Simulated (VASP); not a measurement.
# Ti (Fm-3m) in VASP: further runs

Ti is run at these levels: LDA; tasks: single point.

Everything below comes from runs of VASP 6.6.1. Logs are shortened: lines on timing, memory, paths and dates and some standing lists are left out, and cuts for length are marked.

### Step 1. The cell of the first run

Symmetry: Fm-3m, No. 225, cubic system. The conventional cell has a = 3.834 Å, b = 3.834 Å, c = 3.834 Å, α = 90.00°, β = 90.00°, γ = 90.00°. Ti (site symmetry m-3m) has 12 Ti at 2.71 Å within 3.6 Å.

This isn't the form of Ti at room conditions, which is hcp.

### Step 2. Single point, LDA, collinear spin (14.09 Å³/atom)

INCAR reads:

```
SYSTEM = Ti
  ALGO = Normal
  EDIFF = 1E-7
  ENCUT = 520
  ISIF = 2
  ISMEAR = 0
  ISPIN = 2
  LASPH = .True.
  LCHARG = .True.
  LELF = .True.
  LMAXMIX = 4
  LORBIT = 11
  LREAL = .False.
  LVHAR = .True.
  LWAVE = .False.
  MAGMOM = 0.25
  NBANDS = 16
  NELM = 150
  NUPDOWN = 0.25
  PREC = Accurate
  SIGMA = 0.15
```

KPOINTS reads:

```
k-points
0
Gamma
  22 22 22
  0 0 0
```

POSCAR reads:

```
Ti
1.0
    0.0000000000      1.9170669191      1.9170669191
    1.9170669191      0.0000000000      1.9170669191
    1.9170669191      1.9170669191      0.0000000000
Ti
1
Direct
    0.0000000000      0.0000000000      0.0000000000
```

Potentials or basis: VASP PAW LDA potentials, release 64 (Ti_sv).

Started as:

```
$ cat potpaw_LDA.64/Ti_sv/POTCAR > POTCAR
$ mpirun -np 1 vasp_std > vasp.out
```

OUTCAR:

```text
SYSTEM = Ti
   EDIFF = 1E-7
   ENCUT = 520
   ISIF = 2
   ISMEAR = 0
   ISPIN = 2
   LASPH = .True.
   LORBIT = 11
   LREAL = .False.
   NELM = 150
   NUPDOWN = 0.25
   PREC = Accurate

 ion  position               nearest neighbor table
   1  0.000  0.000  0.000-

  LATTYP: Found a face centered cubic cell.
 ALAT       =     3.8341338382

  Lattice vectors:

 A1 = (   0.0000000000,   1.9170669191,   1.9170669191)
 A2 = (   1.9170669191,   0.0000000000,   1.9170669191)
 A3 = (   1.9170669191,   1.9170669191,   0.0000000000)

Analysis of symmetry for initial positions (statically):
=====================================================================
 Subroutine PRICEL returns:
 Original cell was already a primitive cell.

 Routine SETGRP: Setting up the symmetry group for a
 face centered cubic supercell.

 Subroutine GETGRP returns: Found 48 space group operations
 (whereof 48 operations were pure point group operations)
 out of a pool of 48 trial point group operations.

The static configuration has the point symmetry O_h .

Analysis of symmetry for dynamics (positions and initial velocities):
=====================================================================
 Subroutine PRICEL returns:
 Original cell was already a primitive cell.

 Routine SETGRP: Setting up the symmetry group for a
 face centered cubic supercell.

 Subroutine GETGRP returns: Found 48 space group operations
 (whereof 48 operations were pure point group operations)
 out of a pool of 48 trial point group operations.

The dynamic configuration has the point symmetry O_h .

Analysis of structural, dynamic, and magnetic symmetry:
=====================================================================
 Subroutine PRICEL returns:
 Original cell was already a primitive cell.

 Routine SETGRP: Setting up the symmetry group for a
 face centered cubic supercell.

 Subroutine GETGRP returns: Found 48 space group operations
 (whereof 48 operations were pure point group operations)
 out of a pool of 48 trial point group operations.

The overall configuration has the point symmetry O_h .

 Subroutine INISYM returns: Found 48 space group operations
 (whereof 48 operations are pure point group operations),
 and found     1 'primitive' translations

----------------------------------------------------------------------------------------

                                     Primitive cell

  volume of cell :      14.0910

  direct lattice vectors                    reciprocal lattice vectors
     0.000000000  1.917066919  1.917066919    -0.260815100  0.260815100  0.260815100
     1.917066919  0.000000000  1.917066919     0.260815100 -0.260815100  0.260815100
     1.917066919  1.917066919  0.000000000     0.260815100  0.260815100 -0.260815100

  length of vectors
     2.711142037  2.711142037  2.711142037     0.451745004  0.451745004  0.451745004

  position of ions in fractional coordinates (direct lattice)
     0.000000000  0.000000000  0.000000000

  ion indices of the primitive-cell ions
   primitive index   ion index
                 1           1

----------------------------------------------------------------------------------------

 KPOINTS: k-points

Automatic generation of k-mesh.
 Grid dimensions read from file:
 generate k-points for:   22   22   22

 Generating k-lattice:

  Cartesian coordinates                     Fractional coordinates (reciprocal lattice)
    -0.011855232  0.011855232  0.011855232     0.045454545  0.000000000  0.000000000
     0.011855232 -0.011855232  0.011855232     0.000000000  0.045454545  0.000000000
     0.011855232  0.011855232 -0.011855232     0.000000000  0.000000000  0.045454545

  Length of vectors
     0.020533864  0.020533864  0.020533864

  Shift w.r.t. Gamma in fractional coordinates (k-lattice)
     0.000000000  0.000000000  0.000000000

 Subroutine IBZKPT returns following result:
 ===========================================

 Found    328 irreducible k-points:

 Following reciprocal coordinates:
            Coordinates               Weight
  0.000000  0.000000  0.000000      1.000000
  0.045455  0.000000  0.000000      8.000000
  0.090909  0.000000  0.000000      8.000000
  0.136364  0.000000  0.000000      8.000000
  0.181818  0.000000  0.000000      8.000000
  0.227273  0.000000  0.000000      8.000000
[... 16 lines left out ...]
  0.500000  0.045455  0.000000     24.000000
 -0.454545  0.045455  0.000000     24.000000
 [... further k-points ...]
   k-points           NKPTS =    328   k-points in BZ     NKDIM =    328   number of bands    NBANDS=     16
   number of dos      NEDOS =    301   number of ions     NIONS =      1
   total plane-waves  NPLWV =   8000
   dimension x,y,z NGX =    20 NGY =   20 NGZ =   20
   dimension x,y,z NGXF=    40 NGYF=   40 NGZF=   40
   ions per type =               1
   NGX,Y,Z   is equivalent  to a cutoff of  12.26, 12.26, 12.26 a.u.
   NGXF,Y,Z  is equivalent  to a cutoff of  24.53, 24.53, 24.53 a.u.
 SYSTEM =  Ti
   PREC   = accura    normal or accurate (medium, high low for compatibility)
   ISTART =      0    job   : 0-new  1-cont  2-samecut
   ICHARG =      2    charge: 1-file 2-atom 10-const
   ISPIN  =      2    spin polarized calculation?
   LNONCOLLINEAR =      F non collinear calculations
   LSORBIT =      F    spin-orbit coupling
   LASPH  =      T    aspherical Exc in radial PAW
   ENCUT  =  520.0 eV  38.22 Ry    6.18 a.u.   5.04  5.04  5.04*2*pi/ulx,y,z
   NELM   =    150;   NELMIN=  2; NELMDL= -5     # of ELM steps
   EDIFF  = 0.1E-06   stopping-criterion for ELM
   LREAL  =      F    real-space projection
   EDIFFG = 0.1E-05   stopping-criterion for IOM
   NSW    =      0    number of steps for IOM
   IBRION =     -1    ionic relax: 0-MD 1-quasi-New 2-CG
   NFREE  =      0    steps in history (QN), initial steepest desc. (CG)
   ISIF   =      2    stress and relaxation
   ISYM   =      2    0-nonsym 1-usesym 2-fastsym
   POTIM  = 0.5000    time-step for ionic-motion
   TEBEG  =    0.0;   TEEND  =   0.0 temperature during run
   PSTRESS=    0.0 pullay stress
   NELECT =      12.0000    total number of electrons
   NUPDOWN=       0.2500    fix difference up-down
   EMIN   =  10.00;   EMAX   =-10.00  energy-range for DOS
   EFERMI =   0.00;   METHOD = LEGACY
   ISMEAR =     0;   SIGMA  =   0.15  broadening in eV -4-tet -1-fermi 0-gaus
   EFERMI_NEDOS =   21; number of points for ismear=-14 and -15
   IALGO  =     38    algorithm
   IMIX   =      4    mixing-type and parameters
     AMIX     =   0.40;   BMIX     =  1.00
     AMIX_MAG =   1.60;   BMIX_MAG =  1.00
  volume/ion in A,a.u.               =      14.09        95.09
  Fermi-wavevector in a.u.,A,eV,Ry     =   1.551748  2.932379 32.761783  2.407923
  Thomas-Fermi vector in A             =   2.656223
   LORBIT       =     11    0 simple, 1 ext, 2 COOP (PROOUT), +10 PAW based schemes
   GGA     = CA    functional components
   LHFCALC =     F    Hartree Fock is set to
   AEXX    =    0.0000 exact exchange contribution
   IVDW    =     0    specifies the selected vdW correction
   LEPSILON=     F    determine dielectric tensor
   LRPA    =     F    only Hartree local field effects (RPA)
 spin polarized calculation
 Gauss-broadening in eV      SIGMA  =   0.15
  energy-cutoff  :      520.00
  volume of cell :       14.09
 maximum number of plane-waves:       392
   NGX =  9   NGY =  9   NGZ =  9

 number of electron      11.9999994 magnetization       0.2500000

 Free energy of the ion-electron system (eV)
  ---------------------------------------------------
  ext. energy  EPLUGINS =         0.00000000
  ---------------------------------------------------
  free energy    TOTEN  =        -8.39101158 eV

  energy without entropy =       -8.37628771  energy(sigma->0) =       -8.38364965

 E-fermi :  10.3044     XC(G=0): -12.8198

 val. band max:       10.5037505007   @ k =   0.1818   0.1364   0.0455
 cond. band min:      10.3220063385   @ k =  -0.3182   0.3636   0.1818
 fundamental gap:     -0.1817441622
 Fermi energy:        10.5122157803

 spin component 1

 k-point     1 :       0.0000    0.0000    0.0000
  band No.  band energies     occupation
      1     -45.4194      1.00000
      2     -21.2882      1.00000
      3     -21.2882      1.00000
      4     -21.2882      1.00000
      5       3.9040      1.00000
      6      11.2559      0.00000
[... 8 lines left out ...]
     15      36.7171      0.00000
     16      39.1871      0.00000

 k-point     2 :       0.0455    0.0000    0.0000
  band No.  band energies     occupation
      1     -45.4136      1.00000
      2     -21.3168      1.00000
      3     -21.2916      1.00000
      4     -21.2916      1.00000
      5       3.9869      1.00000
      6      11.2005      0.00000
[... 8 lines left out ...]
     15      37.2662      0.00000
     16      39.1242      0.00000

 k-point     3 :       0.0909    0.0000    0.0000
  band No.  band energies     occupation
      1     -45.3966      1.00000
      2     -21.3999      1.00000
      3     -21.3014      1.00000
      4     -21.3014      1.00000
      5       4.2303      1.00000
      6      11.0466      0.00000
[... 8 lines left out ...]
     15      37.6173      0.00000
     16      38.9157      0.00000
[... 362 lines left out ...]
 k-point    23 :       0.5000    0.0455    0.0000
  band No.  band energies     occupation
      1     -45.1229      1.00000
      2     -22.6077      1.00000
      3     -21.4680      1.00000
      4     -21.4568      1.00000
      5       7.2755      1.00000
      6      10.9395      0.00003
[... 8 lines left out ...]
     15      36.4494      0.00000
     16      36.4930      0.00000

 k-point    24 :      -0.4545    0.0455    0.0000
  band No.  band energies     occupation
      1     -45.1250      1.00000
      2     -22.5992      1.00000
      3     -21.4718      1.00000
      4     -21.4508      1.00000
      5       7.2722      1.00000
      6      10.9563      0.00001
[... 8 lines left out ...]
     15      36.3871      0.00000
     16      36.4925      0.00000

 [... further k-points ...]

 spin component 2

 k-point     1 :       0.0000    0.0000    0.0000
  band No.  band energies     occupation
      1     -45.2713      1.00000
      2     -21.1409      1.00000
      3     -21.1409      1.00000
      4     -21.1409      1.00000
      5       4.0711      1.00000
      6      11.4242      0.00000
[... 8 lines left out ...]
     15      36.8650      0.00000
     16      39.3617      0.00000

 k-point     2 :       0.0455    0.0000    0.0000
  band No.  band energies     occupation
      1     -45.2656      1.00000
      2     -21.1694      1.00000
      3     -21.1442      1.00000
      4     -21.1442      1.00000
      5       4.1540      1.00000
      6      11.3690      0.00000
[... 8 lines left out ...]
     15      37.4147      0.00000
     16      39.2989      0.00000

 k-point     3 :       0.0909    0.0000    0.0000
  band No.  band energies     occupation
      1     -45.2486      1.00000
      2     -21.2523      1.00000
      3     -21.1540      1.00000
      4     -21.1540      1.00000
      5       4.3973      1.00000
      6      11.2157      0.00000
[... 8 lines left out ...]
     15      37.7783      0.00000
     16      39.0904      0.00000
[... 362 lines left out ...]
 k-point    23 :       0.5000    0.0455    0.0000
  band No.  band energies     occupation
      1     -44.9753      1.00000
      2     -22.4584      1.00000
      3     -21.3203      1.00000
      4     -21.3091      1.00000
      5       7.4518      1.00000
      6      11.0865      0.00000
[... 8 lines left out ...]
     15      36.6040      0.00000
     16      36.6472      0.00000

 k-point    24 :      -0.4545    0.0455    0.0000
  band No.  band energies     occupation
      1     -44.9774      1.00000
      2     -22.4499      1.00000
      3     -21.3241      1.00000
      4     -21.3032      1.00000
      5       7.4484      1.00000
      6      11.1035      0.00000
[... 8 lines left out ...]
     15      36.5410      0.00000
     16      36.6473      0.00000

 [... further k-points ...]

------------------------ aborting loop because EDIFF is reached ----------------------------------------

  FORCE on cell =-STRESS in cart. coord.  units (eV):
  Direction    XX          YY          ZZ          XY          YZ          ZX
  --------------------------------------------------------------------------------------
  -------------------------------------------------------------------------------------
  Total        1.7004243      1.7004243      1.7004243     -0.0000000      0.0000000     -0.0000000
  in kB      193.3419380    193.3419380    193.3419380     -0.0000000      0.0000000     -0.0000000
  external PRESSURE =     193.3419380 kB  Pullay stress =       0.0000000 kB

 VOLUME and BASIS-vectors are now :
 -----------------------------------------------------------------------------
  energy-cutoff  :      520.00
  volume of cell :       14.09
      direct lattice vectors                 reciprocal lattice vectors
     0.000000000  1.917066919  1.917066919    -0.260815100  0.260815100  0.260815100
     1.917066919  0.000000000  1.917066919     0.260815100 -0.260815100  0.260815100
     1.917066919  1.917066919  0.000000000     0.260815100  0.260815100 -0.260815100

 POSITION                                       TOTAL-FORCE (eV/Angst)
 -----------------------------------------------------------------------------------
      0.00000      0.00000      0.00000         0.000000     -0.000000      0.000000
 -----------------------------------------------------------------------------------
    total drift:                                0.000000      0.000000      0.000000

  FREE ENERGIE OF THE ION-ELECTRON SYSTEM (eV)
  ---------------------------------------------------
  free  energy   TOTEN  =        -8.3910115831 eV

  energy  without entropy=       -8.3762877148  energy(sigma->0) =       -8.38364965

 total charge

# of ion       s       p       d       tot
------------------------------------------
    1        2.296   6.151   2.130  10.576

 magnetization (x)

# of ion       s       p       d       tot
------------------------------------------
    1        0.003   0.022   0.162   0.186
```

Run time: 3.6 min. Hardware: 1 thread of Intel Xeon Platinum 8259CL at 2.50GHz (Skylake/Cascade Lake), shared host; peak memory 0.2 GiB.

Results:

* Free energy: -8.3910 eV
* Pressure: 19.3 GPa
* Net moment: 0.25 μB per cell
* Site moments: Ti +0.19 μB
* Valence electrons inside the program's atomic spheres: Ti 10.58

Caveat: the cell stands under pressure; the total moment is fixed, so each spin has its own Fermi level.

### Step 3. Single point, LDA, collinear spin (14.09 Å³/atom)

INCAR reads:

```
SYSTEM = Ti
PREC = Accurate
ENCUT = 520
EDIFF = 1E-6
ISMEAR = 0
SIGMA = 0.15
LREAL = .False.
LASPH = .True.
NELM = 150
ALGO = Normal
ISIF = 2
LWAVE = .False.
LCHARG = .False.
ISPIN = 2
MAGMOM = 0.5
LORBIT = 11
NUPDOWN = 0.5
LMAXMIX = 4
GGA = CA
NBANDS = 16
```

KPOINTS reads:

```
Automatic mesh
0
Gamma
  22 22 22
  0 0 0
```

POSCAR is that of step 2.

Potentials or basis: VASP PAW LDA potentials, release 64 (Ti_sv).

Started as:

```
$ cat potpaw_LDA.64/Ti_sv/POTCAR > POTCAR
$ mpirun -np 1 vasp_std > vasp.out
```

Wall time 2.9 min (1 thread of Intel Xeon Platinum 8259CL at 2.50GHz (Skylake/Cascade Lake), shared host); peak memory 0.21 GiB.

Results (log left out):

| Quantity | Value |
| --- | --- |
| Free energy | -8.3516 eV |
| Pressure | 20.4 GPa |
| Net moment | 0.50 μB per cell |
| Site moments | Ti +0.37 μB |
| Valence electrons inside the program's atomic spheres | Ti 10.58 |

Caveat: the cell stands under pressure; the total moment is fixed, so each spin has its own Fermi level.

(Continued in part 2 of 2.)
